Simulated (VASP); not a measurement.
Write the native input for VASP 6.6.1 that does the following.

```yaml
Task: single point
Functional: LDA
Potentials_or_basis: VASP PAW LDA potentials, release 64 (Ir)
Cutoff: 520 eV
k_mesh: 18 × 18 × 18
Occupations: gaussian, width 0.1 eV
Spin: no spin polarisation
Dipole_correction: no
Further_INCAR_settings: ALGO = Fast; EDIFF = 1e-06; NBANDS = 10
```

The structure of Ir lies in POSCAR:

```
Ir
1.0
    0.0000000000      1.9054060557      1.9054060557
    1.9054060557      0.0000000000      1.9054060557
    1.9054060557      1.9054060557      0.0000000000
Ir
1
Direct
    0.0000000000      0.0000000000      0.0000000000
```

One way to write it, as run:

INCAR

```
PREC     = Accurate       # precision mode
ENCUT    = 520            # plane-wave cutoff, eV
EDIFF    = 1E-6           # SCF threshold, eV
ISMEAR   = 0              # smearing method
SIGMA    = 0.1            # smearing width, eV
LREAL    = False          # projectors in reciprocal space
LASPH    = True           # aspherical terms in the spheres
NELM     = 60             # most SCF steps
ALGO     = Fast           # electronic algorithm
ISIF     = 2              # what is computed and relaxed
LWAVE    = False          # write WAVECAR
LCHARG   = False          # write CHGCAR
NBANDS   = 10             # bands
```

KPOINTS

```
regular mesh
0
Gamma
  18 18 18
```

Potentials or basis: VASP PAW LDA potentials, release 64 (Ir).

Command:

```console
$ cat potpaw_LDA.64/Ir/POTCAR > POTCAR
$ mpirun -np 1 vasp_std > vasp.out
```

It gave:

```json
{
  "Pressure": "2.6 GPa"
}
```

Run time: 19 s on 1 thread of Intel Xeon 6975P-C, on a shared host, peak memory 0.15 GiB.
